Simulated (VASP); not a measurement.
MgGe5N:

```
CELL_PARAMETERS angstrom
3.99858 0.00418 0.04799
-1.99567 3.28273 -0.05173
0.12563 -0.08383 9.99884
ATOMIC_POSITIONS crystal
Mg 0.94489 0.92788 0.00084
Ge 0.32187 0.63198 0.78738
Ge 0.34521 0.64746 0.19229
Ge 0.67561 0.35377 0.32817
Ge 0.66512 0.37488 0.66723
Ge 0.02531 0.03378 0.50815
N 0.35531 0.69692 0.01595
```

- Program: VASP 6.6.1
- Task: relaxation of cell and atoms
- Functional: PBE
- Potentials or basis: VASP PAW PBE potentials, release 64 (Mg, Ge_d, N)
- Cutoff: 600 eV
- k mesh: 6 × 6 × 2
- Occupations: gaussian, width 0.2 eV
- Spin: no spin polarisation

At the start: pressure 2.3 GPa; volume 18.76 Å³/atom.

Task: How do energy, volume and symmetry change on relaxing?

Result: Over 26 steps the energy falls by 104.0 meV/atom and the volume is 18.50 Å³/atom (-1.3 %); space group P1 (No. 1, to 0.1 Å) before, P-6m2 (No. 187, to 0.1 Å).

The path:
| step | energy change (eV) | largest force (eV/Å) | pressure (GPa) | volume (Å³) |
| --- | --- | --- | --- | --- |
| 1 | 0.0000 | 3.3924 | 2.34 | 131.30 |
| 2 | -0.4667 | 0.6934 | -3.20 | 136.50 |
| 3 | -0.4774 | 0.7175 | -2.56 | 135.38 |
| 4 | -0.6117 | 0.6002 | -0.30 | 130.25 |
| 5 | -0.6347 | 0.5287 | 1.33 | 127.22 |
| 6 | -0.6834 | 0.3089 | 0.64 | 128.34 |
| 7 | -0.6969 | 0.2523 | 0.14 | 129.32 |
| 8 | -0.7134 | 0.1292 | -0.18 | 129.90 |
| 9 | -0.7176 | 0.1064 | -0.41 | 130.37 |
| 10 | -0.7209 | 0.0735 | 0.22 | 129.21 |
| 11 | -0.7209 | 0.0736 | 0.22 | 129.18 |
| 12 | -0.7229 | 0.0614 | 0.09 | 129.42 |
| 13 | -0.7234 | 0.0551 | 0.00 | 129.58 |
| 14 | -0.7244 | 0.0446 | -0.05 | 129.67 |
| 15 | -0.7249 | 0.0451 | -0.10 | 129.77 |
| 16 | -0.7254 | 0.0354 | 0.13 | 129.40 |
| 17 | -0.7254 | 0.0336 | 0.13 | 129.33 |
| 18 | -0.7260 | 0.0282 | 0.06 | 129.50 |
| 19 | -0.7261 | 0.0342 | 0.00 | 129.61 |
| 20 | -0.7260 | 0.0469 | -0.11 | 129.83 |
| 21 | -0.7261 | 0.0380 | -0.03 | 129.68 |
| 22 | -0.7266 | 0.0317 | -0.05 | 129.75 |
| 23 | -0.7270 | 0.0286 | -0.16 | 129.90 |
| 24 | -0.7274 | 0.0289 | -0.02 | 129.69 |
| 25 | -0.7275 | 0.0301 | 0.09 | 129.49 |
| 26 | -0.7277 | 0.0216 | 0.08 | 129.53 |

Final structure:
```
CELL_PARAMETERS angstrom
3.86809 -0.00014 -0.00112
-1.93422 3.32265 -0.00061
-0.00123 0.00038 10.07879
ATOMIC_POSITIONS crystal
Mg 0.99548 0.99172 0.00006
Ge 0.33487 0.66692 0.79429
Ge 0.33194 0.66628 0.20550
Ge 0.66723 0.33767 0.33027
Ge 0.67019 0.33778 0.67050
Ge 0.00377 0.00626 0.49932
N 0.32985 0.66004 0.00006
```

Caveat: an odd number of electrons without spin polarisation forces a metal; a magnetic or distorted state may lie lower.
